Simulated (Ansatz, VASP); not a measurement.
# Hf4Te: VASP beside Ansatz

Contents of INCAR:

```
ALGO     = Fast           # electronic algorithm
EDIFF    = 1E-6           # SCF threshold, eV
EDIFFG   = -0.04          # ionic threshold
ENCUT    = 600            # plane-wave cutoff, eV
GGA      = PE             # functional
IBRION   = 2              # ionic algorithm
ISIF     = 3              # what is computed and relaxed
ISMEAR   = 0              # smearing method
LASPH    = T              # aspherical terms in the spheres
LCHARG   = F              # write CHGCAR
LREAL    = F              # projectors in reciprocal space
LWAVE    = F              # write WAVECAR
NELM     = 80             # most SCF steps
NSW      = 90             # ionic steps
PREC     = Accurate       # precision mode
SIGMA    = 0.1            # smearing width, eV
```

File KPOINTS:

```
k-points
0
Gamma
  6 6 6
```

The input POSCAR:

```
Hf4Te
1.0
   -2.4106620700      2.4106620700      4.5579502700
    2.4106620700     -2.4106620700      4.5579502700
    2.4106620700      2.4106620700     -4.5579502700
Hf Te
4 1
Direct
    0.2450000000      0.2450000000      0.0000000000
    0.7550000000      0.7550000000      0.0000000000
    0.5000000000      0.0000000000      0.5000000000
    0.0000000000      0.5000000000      0.5000000000
    0.0000000000      0.0000000000      0.0000000000
```

Input for Ansatz:

```yaml
crystal:
  lattice:
    - [-2.41066207, 2.41066207, 4.55795027]
    - [2.41066207, -2.41066207, 4.55795027]
    - [2.41066207, 2.41066207, -4.55795027]
  atoms:
    - { symbol: Hf, position: [0.245, 0.245, 0.0] }
    - { symbol: Hf, position: [0.755, 0.755, 0.0] }
    - { symbol: Hf, position: [0.5, 0.0, 0.5] }
    - { symbol: Hf, position: [0.0, 0.5, 0.5] }
    - { symbol: Te, position: [0.0, 0.0, 0.0] }
basis:
  ecutwfc: 420
kpoints:
  mp_grid: { grid: [6, 6, 6] }
hamiltonian:
  xc: pbe
scf:
  occupations: { method: gaussian, width: 0.1 }
  lower_state_search: "off"
output:
  forces: true
  stress: true
  eigenvalues: true
relax:
  adjacent_minimum: "off"
  f_tol: 0.04
  max_steps: 70
  cell: { stress_tol: 0.4 }
```

Change from the starting cell: species swapped into the PbF4 type (I4/mmm, No. 139).

Alike in both runs: task relaxation of cell and atoms; functional PBE; k mesh 6 × 6 × 6; occupations gaussian, width 0.1 eV; no spin polarisation.

|  | VASP | Ansatz |
| --- | --- | --- |
| version | VASP 6.6.1 | Ansatz 0.2.0 |
| potentials or method | VASP PAW PBE potentials, release 64 (Hf_pv, Te), cutoff 600 eV | scalar-relativistic, plane waves, PAW |
| valence electrons in the cell | 46 | 120 |

Ansatz gave:

* gap on the k mesh at the Fermi level, each at its own relaxed structure (eV): none
* relaxed volume (Å³/atom): 25.05
* relaxed cell length with the largest relative difference (Å): 5.721

Question: What did VASP give for the same quantities?

Answer: gap on the k mesh at the Fermi level, each at its own relaxed structure (eV): none; relaxed volume (Å³/atom): 25.05; relaxed cell length with the largest relative difference (Å): 5.717.

A gap of «none» marks a metal or a gap that the smearing closes. VASP's potentials hold 46 valence electrons a cell and Ansatz's 120, so a difference there can come from the potentials and not from the codes.

Neither program's run includes spin-orbit coupling. Noted on VASP's run: the volume moved by over 15 % at a fixed basis, so the end points are rough.
